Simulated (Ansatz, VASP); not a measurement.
## Two plane-wave programs on Mg

The input INCAR:

```
SYSTEM = Mg
ALGO = Normal ; EDIFF = 1E-6
ENCUT = 520 ; GGA = PE
ISIF = 2 ; ISMEAR = 0
LASPH = .True. ; LCHARG = .False.
LREAL = .False. ; LWAVE = .False.
NBANDS = 7 ; NELM = 60
PREC = Accurate ; SIGMA = 0.1
```

The input KPOINTS:

```
k-points
0
Gamma
  10 10 10
  0 0 0
```

Contents of POSCAR:

```
Mg
1.0
    0.0000000000      2.2442560000      2.2442560000
    2.2442560000      0.0000000000      2.2442560000
    2.2442560000      2.2442560000      0.0000000000
Mg
1
Direct
    0.0000000000      0.0000000000      0.0000000000
```

Input for Ansatz:

```yaml
crystal:
  lattice:
    - [0.0, 2.244256, 2.244256]
    - [2.244256, 0.0, 2.244256]
    - [2.244256, 2.244256, 0.0]
  atoms:
    - { symbol: Mg, position: [0.0, 0.0, 0.0] }
basis:
  ecutwfc: 420
kpoints:
  mp_grid: { grid: [10, 10, 10] }
hamiltonian:
  xc: pbe
scf:
  occupations: { method: gaussian, width: 0.1 }
output:
  forces: true
  stress: true
  eigenvalues: true
```

Alike in both runs: task single point; functional PBE; k mesh 10 × 10 × 10; occupations gaussian, width 0.1 eV; no spin polarisation.

|  | VASP | Ansatz |
| --- | --- | --- |
| version | VASP 6.6.1 | Ansatz 0.2.0 |
| potentials or method | VASP PAW PBE potentials, release 64 (Mg), cutoff 520 eV | scalar-relativistic, plane waves, PAW |
| valence electrons in the cell | 2 | 10 |

|  | VASP | Ansatz | Ansatz less VASP |
| --- | --- | --- | --- |
| gap on the k mesh at the Fermi level (eV) | none | none | - |
| pressure (GPa) | 0.7 | 0.8 | +0.12 |

A gap of «none» marks a metal or a gap that the smearing closes. With one functional, cell and mesh, what is left measures potentials, basis and numerics. VASP's potentials hold 2 valence electrons a cell and Ansatz's 10, so a difference there can come from the potentials and not from the codes.
